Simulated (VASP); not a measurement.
Input of a VASP 6.6.1 run:

The input INCAR:

```
PREC = Accurate ; ENCUT = 520
EDIFF = 1E-6 ; ISMEAR = 0
SIGMA = 0.05 ; LREAL = False
LASPH = True ; NELM = 100
ALGO = Normal ; ISIF = 2
LWAVE = False ; LCHARG = False
GGA = PS ; NBANDS = 20
```

Contents of KPOINTS:

```
Automatic mesh
0
Gamma
  8 8 8
```

POSCAR

```
ZrSi3
1.0
    3.9899433751      0.0000000000      0.0000000000
    0.0000000000      3.9899433751      0.0000000000
    0.0000000000      0.0000000000      3.9899433751
Zr Si
1 3
Direct
    0.0000000000      0.0000000000      0.0000000000
    0.0000000000      0.5000000000      0.5000000000
    0.5000000000      0.5000000000      0.0000000000
    0.5000000000      0.0000000000      0.5000000000
```

Potentials or basis: VASP PAW PBE potentials, release 64 (Zr_sv, Si).

The run is started by

```console
$ cat potpaw_PBE.64/Zr_sv/POTCAR potpaw_PBE.64/Si/POTCAR > POTCAR
$ mpirun -np 1 vasp_std > vasp.out
```

Problem. Estimate the pressure.

Solution. -3.3 GPa.

Problem. Predict the band gap on the k mesh.

Solution. Zero (bands 12 and 13 overlap by 2.36 eV).

Caveat: the cell stands under tension; the PAW data sets were made with another functional, which shifts forces and pressure a little.
